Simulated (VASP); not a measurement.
# ZnW (P-6m2) in VASP: further runs

Runs on ZnW. Level: r2SCAN. Tasks: single point.

Program: VASP 6.6.1. These are calculated values, not measurements. Logs are shortened: lines on timing, memory, paths and dates and some standing lists are left out, and cuts for length are marked.

**1. The cell of the first run**

Symmetry: P-6m2, No. 187, hexagonal system. Conventional cell: a = 3.147 Å, b = 3.147 Å, c = 3.075 Å, α = 90.00°, β = 90.00°, γ = 120.00°. W (site symmetry -6m2) has 6 Zn at 2.38 Å and 8 W at 3.08 to 3.15 Å within 3.2 Å. Within 3.2 Å of Zn (site symmetry -6m2) lie 6 W at 2.38 Å and 8 Zn at 3.08 to 3.15 Å.

**2. Single point, r2SCAN**

File POSCAR:

```
ZnW
1.0
    3.1465750000      0.0000000000      0.0000000000
   -1.5732870000      2.7250170000      0.0000000000
    0.0000000000      0.0000000000      3.0750620000
W Zn
1 1
Direct
    0.0000000000      0.0000000000      0.0000000000
    0.6666700000      0.3333300000      0.5000000000
```

File INCAR.step1:

```
ALGO = Normal ; EDIFF = 1E-4
ENCUT = 520 ; GGA = PE
ISMEAR = 1 ; LASPH = T
LCHARG = F ; LREAL = F
LWAVE = T ; NBANDS = 20
NELM = 60 ; PREC = Accurate
SIGMA = 0.0846
```

File INCAR.step2:

```
ALGO = Normal ; EDIFF = 1E-7
ENCUT = 520 ; ISIF = 2
ISMEAR = 1 ; ISTART = 1
LASPH = T ; LCHARG = F
LMIXTAU = T ; LREAL = F
LWAVE = F ; METAGGA = R2SCAN
NBANDS = 20 ; NELM = 60
PREC = Accurate ; SIGMA = 0.0846
```

File KPOINTS:

```
k-points
0
Gamma
  7 7 6
```

Potentials or basis: VASP PAW PBE potentials, release 64 (W_sv, Zn).

Run with:

```console
cat potpaw_PBE.64/W_sv/POTCAR potpaw_PBE.64/Zn/POTCAR > POTCAR
cp INCAR.step1 INCAR
mpirun -np 1 vasp_std > vasp.out
cp INCAR.step2 INCAR
mpirun -np 1 vasp_std > vasp.out
```

OUTCAR:

```text
EDIFF = 1E-7
   ENCUT = 520
   ISIF = 2
   ISMEAR = 1
   ISTART = 1
   LASPH = T
   LREAL = F
   METAGGA = R2SCAN
   NELM = 60
   PREC = Accurate

 ion  position               nearest neighbor table
   1  0.000  0.000  0.000-   2 2.38   2 2.38   2 2.38   2 2.38   2 2.38   2 2.38
   2  0.667  0.333  0.500-   1 2.38   1 2.38   1 2.38   1 2.38   1 2.38   1 2.38

  LATTYP: Found a hexagonal cell.
 ALAT       =     3.1465750000
 C/A-ratio  =     0.9772727489

  Lattice vectors:

 A1 = (   3.1465750000,   0.0000000000,   0.0000000000)
 A2 = (  -1.5732870000,   2.7250170000,   0.0000000000)
 A3 = (   0.0000000000,   0.0000000000,   3.0750620000)

Analysis of symmetry for initial positions (statically):
=====================================================================
 Subroutine PRICEL returns:
 Original cell was already a primitive cell.

 Routine SETGRP: Setting up the symmetry group for a
 hexagonal supercell.

 Subroutine GETGRP returns: Found  4 space group operations
 (whereof  4 operations were pure point group operations)
 out of a pool of 24 trial point group operations.

The static configuration has the point symmetry C_2v.

Analysis of symmetry for dynamics (positions and initial velocities):
=====================================================================
 Subroutine PRICEL returns:
 Original cell was already a primitive cell.

 Routine SETGRP: Setting up the symmetry group for a
 hexagonal supercell.

 Subroutine GETGRP returns: Found  4 space group operations
 (whereof  4 operations were pure point group operations)
 out of a pool of 24 trial point group operations.

The dynamic configuration has the point symmetry C_2v.

 Subroutine INISYM returns: Found  4 space group operations
 (whereof  4 operations are pure point group operations),
 and found     1 'primitive' translations

----------------------------------------------------------------------------------------

                                     Primitive cell

  volume of cell :      26.3670

  direct lattice vectors                    reciprocal lattice vectors
     3.146575000  0.000000000  0.000000000     0.317805868  0.183485036  0.000000000
    -1.573287000  2.725017000  0.000000000     0.000000000  0.366970188  0.000000000
     0.000000000  0.000000000  3.075062000     0.000000000  0.000000000  0.325196695

  length of vectors
     3.146575000  3.146577448  3.075062000     0.366970473  0.366970188  0.325196695

  position of ions in fractional coordinates (direct lattice)
     0.000000000  0.000000000  0.000000000
     0.666670000  0.333330000  0.500000000

  ion indices of the primitive-cell ions
   primitive index   ion index
                 1           1
                 2           2

----------------------------------------------------------------------------------------

 KPOINTS: k-points

Automatic generation of k-mesh.
 Grid dimensions read from file:
 generate k-points for:    7    7    6

 Generating k-lattice:

  Cartesian coordinates                     Fractional coordinates (reciprocal lattice)
     0.045400838  0.026212148  0.000000000     0.142857143  0.000000000  0.000000000
     0.000000000  0.052424313  0.000000000     0.000000000  0.142857143  0.000000000
     0.000000000  0.000000000  0.054199449     0.000000000  0.000000000  0.166666667

  Length of vectors
     0.052424353  0.052424313  0.054199449

  Shift w.r.t. Gamma in fractional coordinates (k-lattice)
     0.000000000  0.000000000  0.000000000

 Subroutine IBZKPT returns following result:
 ===========================================

 Found     64 irreducible k-points:

 Following reciprocal coordinates:
            Coordinates               Weight
  0.000000  0.000000  0.000000      1.000000
  0.142857  0.000000  0.000000      4.000000
 -0.142857  0.142857  0.000000      2.000000
  0.285714  0.000000  0.000000      4.000000
 -0.285714  0.285714  0.000000      2.000000
  0.428571  0.000000  0.000000      4.000000
[... 16 lines left out ...]
 -0.428571  0.428571  0.166667      4.000000
  0.142857  0.142857  0.166667      4.000000
 [... further k-points ...]
   k-points           NKPTS =     64   k-points in BZ     NKDIM =     64   number of bands    NBANDS=     20
   number of dos      NEDOS =    301   number of ions     NIONS =      2
   total plane-waves  NPLWV =  13824
   dimension x,y,z NGX =    24 NGY =   24 NGZ =   24
   dimension x,y,z NGXF=    48 NGYF=   48 NGZF=   48
   ions per type =               1   1
   NGX,Y,Z   is equivalent  to a cutoff of  12.68, 12.68, 12.98 a.u.
   NGXF,Y,Z  is equivalent  to a cutoff of  25.36, 25.36, 25.95 a.u.
 SYSTEM =  unknown system
   PREC   = accura    normal or accurate (medium, high low for compatibility)
   ISTART =      1    job   : 0-new  1-cont  2-samecut
   ICHARG =      0    charge: 1-file 2-atom 10-const
   ISPIN  =      1    spin polarized calculation?
   LNONCOLLINEAR =      F non collinear calculations
   LSORBIT =      F    spin-orbit coupling
   LASPH  =      T    aspherical Exc in radial PAW
   ENCUT  =  520.0 eV  38.22 Ry    6.18 a.u.   5.85  5.85  5.72*2*pi/ulx,y,z
   NELM   =     60;   NELMIN=  2; NELMDL=  0     # of ELM steps
   EDIFF  = 0.1E-06   stopping-criterion for ELM
   LREAL  =      F    real-space projection
   EDIFFG = 0.1E-05   stopping-criterion for IOM
   NSW    =      0    number of steps for IOM
   IBRION =     -1    ionic relax: 0-MD 1-quasi-New 2-CG
   NFREE  =      0    steps in history (QN), initial steepest desc. (CG)
   ISIF   =      2    stress and relaxation
   ISYM   =      2    0-nonsym 1-usesym 2-fastsym
   POTIM  = 0.5000    time-step for ionic-motion
   TEBEG  =    0.0;   TEEND  =   0.0 temperature during run
   PSTRESS=    0.0 pullay stress
   NELECT =      26.0000    total number of electrons
   NUPDOWN=      -1.0000    fix difference up-down
   EMIN   =  10.00;   EMAX   =-10.00  energy-range for DOS
   EFERMI =   0.00;   METHOD = LEGACY
   ISMEAR =     1;   SIGMA  =   0.08  broadening in eV -4-tet -1-fermi 0-gaus
   EFERMI_NEDOS =   21; number of points for ismear=-14 and -15
   IALGO  =     38    algorithm
   IMIX   =      4    mixing-type and parameters
     AMIX     =   0.40;   BMIX     =  1.00
     AMIX_MAG =   1.60;   BMIX_MAG =  1.00
  volume/ion in A,a.u.               =      13.18        88.97
  Fermi-wavevector in a.u.,A,eV,Ry     =   1.629467  3.079246 36.125679  2.655163
  Thomas-Fermi vector in A             =   2.721928
   LORBIT       =      0    0 simple, 1 ext, 2 COOP (PROOUT), +10 PAW based schemes
   METAGGA = R2SCAN    functional components
   LHFCALC =     F    Hartree Fock is set to
   AEXX    =    0.0000 exact exchange contribution
   IVDW    =     0    specifies the selected vdW correction
   LEPSILON=     F    determine dielectric tensor
   LRPA    =     F    only Hartree local field effects (RPA)
 non-spin polarized calculation
 Methfessel and Paxton  Order N= 1 SIGMA  =   0.08
  energy-cutoff  :      520.00
  volume of cell :       26.37
 maximum number of plane-waves:       724
   NGX = 11   NGY = 11   NGZ = 11

 number of electron      25.9999980 magnetization

 Free energy of the ion-electron system (eV)
  ---------------------------------------------------
  ext. energy  EPLUGINS =         0.00000000
  ---------------------------------------------------
  free energy    TOTEN  =       -56.62519497 eV

  energy without entropy =      -56.62490070  energy(sigma->0) =      -56.62509688

 E-fermi :   8.2749     XC(G=0): -14.8355

 val. band max:        8.2489030475   @ k =   0.2857   0.0000   0.3333
 cond. band min:       8.2820250715   @ k =   0.1429   0.0000   0.3333
 fundamental gap:      0.0331220240
 Fermi energy:         8.2749111323

 k-point     1 :       0.0000    0.0000    0.0000
  band No.  band energies     occupation
      1     -67.0400      2.00000
      2     -30.5843      2.00000
      3     -30.5843      2.00000
      4     -30.5399      2.00000
      5      -2.6462      2.00000
      6      -0.8109      2.00000
[... 12 lines left out ...]
     19      21.3669      0.00000
     20      24.4728      0.00000

 k-point     2 :       0.1429    0.0000    0.0000
  band No.  band energies     occupation
      1     -67.0354      2.00000
      2     -30.6628      2.00000
      3     -30.6020      2.00000
      4     -30.5329      2.00000
      5      -2.0994      2.00000
      6      -0.7281      2.00000
[... 12 lines left out ...]
     19      20.6204      0.00000
     20      24.7210      0.00000

 k-point     3 :      -0.1429    0.1429    0.0000
  band No.  band energies     occupation
      1     -67.0354      2.00000
      2     -30.6628      2.00000
      3     -30.6020      2.00000
      4     -30.5329      2.00000
      5      -2.0994      2.00000
      6      -0.7281      2.00000
[... 12 lines left out ...]
     19      20.6204      0.00000
     20      24.7209      0.00000

 k-point     4 :       0.2857    0.0000    0.0000
  band No.  band energies     occupation
      1     -67.0253      2.00000
      2     -30.8358      2.00000
      3     -30.6415      2.00000
      4     -30.5172      2.00000
      5      -0.8400      2.00000
      6      -0.6080      2.00000
[... 12 lines left out ...]
     19      22.1386      0.00000
     20      24.8202      0.00000

 k-point     5 :      -0.2857    0.2857    0.0000
  band No.  band energies     occupation
      1     -67.0253      2.00000
      2     -30.8358      2.00000
      3     -30.6415      2.00000
      4     -30.5172      2.00000
      5      -0.8400      2.00000
      6      -0.6080      2.00000
[... 12 lines left out ...]
     19      22.1386      0.00000
     20      24.8202      0.00000
[... 353 lines left out ...]
      6      -0.3758      2.00000
[... 12 lines left out ...]
     19      22.6960      0.00000
     20      24.0001      0.00000

 k-point    22 :       0.4286    0.0000    0.1667
  band No.  band energies     occupation
      1     -67.0132      2.00000
      2     -30.9581      2.00000
      3     -30.6669      2.00000
      4     -30.5932      2.00000
      5      -0.5030      2.00000
      6      -0.2751      2.00000
[... 12 lines left out ...]
     19      20.9309      0.00000
     20      25.1034      0.00000

 k-point    23 :      -0.4286    0.4286    0.1667
  band No.  band energies     occupation
      1     -67.0132      2.00000
      2     -30.9581      2.00000
      3     -30.6669      2.00000
      4     -30.5932      2.00000
      5      -0.5031      2.00000
      6      -0.2750      2.00000
[... 12 lines left out ...]
     19      20.9309      0.00000
     20      25.1034      0.00000

 k-point    24 :       0.1429    0.1429    0.1667
  band No.  band energies     occupation
      1     -67.0240      2.00000
      2     -30.7674      2.00000
      3     -30.6352      2.00000
      4     -30.6143      2.00000
      5      -0.7242      2.00000
      6      -0.4051      2.00000
[... 12 lines left out ...]
     19      23.5842      0.00000
     20      24.5262      0.00000

 [... further k-points ...]

------------------------ aborting loop because EDIFF is reached ----------------------------------------

  FORCE on cell =-STRESS in cart. coord.  units (eV):
  Direction    XX          YY          ZZ          XY          YZ          ZX
  --------------------------------------------------------------------------------------
  -------------------------------------------------------------------------------------
  Total        6.7647266      6.7645895     14.9288003     -0.0001309      0.0000000      0.0000000
  in kB      411.0547338    411.0463994    907.1399886     -0.0079563      0.0000000      0.0000000
  external PRESSURE =     576.4137073 kB  Pullay stress =       0.0000000 kB

 VOLUME and BASIS-vectors are now :
 -----------------------------------------------------------------------------
  energy-cutoff  :      520.00
  volume of cell :       26.37
      direct lattice vectors                 reciprocal lattice vectors
     3.146575000  0.000000000  0.000000000     0.317805868  0.183485036  0.000000000
    -1.573287000  2.725017000  0.000000000     0.000000000  0.366970188  0.000000000
     0.000000000  0.000000000  3.075062000     0.000000000  0.000000000  0.325196695

 POSITION                                       TOTAL-FORCE (eV/Angst)
 -----------------------------------------------------------------------------------
      0.00000      0.00000      0.00000         0.000074     -0.000043      0.000000
      1.57330      0.90833      1.53753        -0.000074      0.000043      0.000000
 -----------------------------------------------------------------------------------
    total drift:                                0.000063      0.000051      0.000000

  FREE ENERGIE OF THE ION-ELECTRON SYSTEM (eV)
  ---------------------------------------------------
  free  energy   TOTEN  =       -56.6251949691 eV

  energy  without entropy=      -56.6249007046  energy(sigma->0) =      -56.62509688
```

It took 2.5 min on 1 thread of Intel Xeon 8259CL, shared host; peak memory 0.17 GiB.

What came out:

```
Free energy            : -56.6252 eV
Pressure               : 57.6 GPa
Band gap on the k mesh : zero (bands 13 and 14 overlap by 0.67 eV)
```

Caveat: the cell stands under pressure; the PAW data sets were made with another functional, which shifts forces and pressure a little; spin-orbit coupling is left out, which moves the levels of the heavy elements.

**3. Single point, r2SCAN**

POSCAR is that of step 2.

File INCAR.step1:

```
SYSTEM = ZnW
  PREC = Accurate
  ENCUT = 520
  ISMEAR = 1
  SIGMA = 0.0846
  LREAL = .False.
  LASPH = .True.
  NELM = 60
  NBANDS = 20
  GGA = PE
  ALGO = Normal
  EDIFF = 1E-4
  LWAVE = .True.
  LCHARG = .False.
```

File INCAR.step2:

```
SYSTEM = ZnW
  PREC = Accurate
  ENCUT = 520
  EDIFF = 1E-6
  ISMEAR = 1
  SIGMA = 0.0846
  LREAL = .False.
  LASPH = .True.
  NELM = 60
  ALGO = Normal
  ISIF = 2
  LWAVE = .False.
  LCHARG = .False.
  METAGGA = R2SCAN
  LMIXTAU = .True.
  NBANDS = 20
  ISTART = 1
```

File KPOINTS:

```
Automatic mesh
0
Gamma
  7 7 6
  0 0 0
```

Potentials or basis: VASP PAW PBE potentials, release 64 (W_sv, Zn).

Run with:

```console
cat potpaw_PBE.64/W_sv/POTCAR potpaw_PBE.64/Zn/POTCAR > POTCAR
cp INCAR.step1 INCAR
mpirun -np 1 vasp_std > vasp.out
cp INCAR.step2 INCAR
mpirun -np 1 vasp_std > vasp.out
```

Wall time 98 s (1 thread of Intel Xeon 8259CL, shared host); peak memory 0.17 GiB.

It converged, with:

* Free energy: -56.6252 eV
* Pressure: 57.7 GPa
* Band gap on the k mesh: zero (bands 13 and 14 overlap by 0.67 eV)

Stress tensor (GPa, compression positive):
```
41.20  0.00  0.00
 0.00 41.20  0.00
 0.00  0.00 90.83
```

Levels at points of the mesh, in eV from the Fermi level:
```tsv
k point	band 9	band 10	band 11	band 12	band 13	band 14	band 15	band 16	band 17	band 18
(0.00, 0.00, 0.00)	-8.06	-8.06	-2.22	-1.31	-1.31	2.73	2.73	6.62	11.03	13.09
(0.00, 0.00, 0.50)	-8.21	-6.86	-5.00	0.47	0.47	0.86	0.86	4.31	11.96	11.96
```

Caveat: the cell stands under pressure; the PAW data sets were made with another functional, which shifts forces and pressure a little; spin-orbit coupling is left out, which moves the levels of the heavy elements.

**4. Single point, r2SCAN**

POSCAR is that of step 3.

File INCAR.step1:

```
SYSTEM = ZnW
  ALGO = Normal
  EDIFF = 1E-4
  ENCUT = 520
  GGA = PE
  ISMEAR = 1
  ISYM = 0
  LASPH = .TRUE.
  LCHARG = .FALSE.
  LREAL = .FALSE.
  LWAVE = .TRUE.
  NBANDS = 20
  NELM = 100
  PREC = Accurate
  SIGMA = 0.0846
```

File INCAR.step2:

```
SYSTEM = ZnW
  ALGO = Normal
  EDIFF = 1E-7
  ENCUT = 520
  ISIF = 2
  ISMEAR = 1
  ISTART = 1
  ISYM = 0
  LASPH = .TRUE.
  LCHARG = .FALSE.
  LMIXTAU = .TRUE.
  LREAL = .FALSE.
  LWAVE = .FALSE.
  METAGGA = R2SCAN
  NBANDS = 20
  NELM = 100
  PREC = Accurate
  SIGMA = 0.0846
```

File KPOINTS:

```
Automatic mesh
0
Gamma
  7 7 6
  0.5 0.5 0.5
```

Run with:

```console
cat potpaw_PBE.64/W_sv/POTCAR potpaw_PBE.64/Zn/POTCAR > POTCAR
cp INCAR.step1 INCAR
mpirun -np 1 vasp_std > vasp.out
cp INCAR.step2 INCAR
mpirun -np 1 vasp_std > vasp.out
```

Wall time 12 min (1 thread of Intel Xeon 8259CL, shared host); peak memory 0.34 GiB.

Results (log left out):

| Item | Value |
| --- | --- |
| Free energy | -56.6183 eV |
| Pressure | 56.7 GPa |
| Band gap on the k mesh | zero (bands 13 and 14 overlap by 0.52 eV) |

Stress tensor (GPa, compression positive):
```
41.85  0.00  0.00
 0.00 41.85  0.00
 0.00  0.00 86.26
```

Levels at points of the mesh, in eV from the Fermi level:
| k point | band 10 | band 11 | band 12 | band 13 | band 14 | band 15 | band 16 | band 17 |
| --- | --- | --- | --- | --- | --- | --- | --- | --- |
| (0.07, 0.07, 0.08) | -8.09 | -2.19 | -1.56 | -0.81 | 1.58 | 2.49 | 7.47 | 11.21 |

Caveat: the cell stands under pressure; the PAW data sets were made with another functional, which shifts forces and pressure a little; spin-orbit coupling is left out, which moves the levels of the heavy elements.
